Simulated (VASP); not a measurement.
The system is CdO (Monteponite).

```
Cd O
1.0
     0.00000    2.31775    2.31775
     2.31775    0.00000    2.31775
     2.31775    2.31775    0.00000
Cd O
1 1
Direct
  0.00000 0.00000 0.00000
  0.50000 0.50000 0.50000
```

Base run:

| Item | Value |
| --- | --- |
| Program | VASP 6.6.1 |
| Functional | PBE |
| Dispersion | D4 |
| Potentials or basis | VASP PAW PBE potentials, release 64 (Cd, O) |
| Cutoff | 600 eV |
| k mesh | 10 × 10 × 10 |
| Occupations | fermi-dirac, width 0.05 eV |
| Spin | no spin polarisation |

Its results: band gap on the k mesh zero (band 9 reaches 2.44 eV, above the bottom of band 10 at 2.09 eV); pressure 10.7 GPa.

Task: The run is repeated on the same cell with these changes: functional from PBE to BLYP; dispersion from D4 to D3(BJ). What comes out?

Result: Band gap on the k mesh zero (band 9 reaches 2.83 eV, above the bottom of band 10 at 2.64 eV); pressure 12.7 GPa.

Several settings changed at once, so the effect can't be laid on one alone.

Caveats: pairwise dispersion overbinds metals, which lowers pressure and volume; the PAW data sets were made with another functional, which shifts forces and pressure a little (some runs).
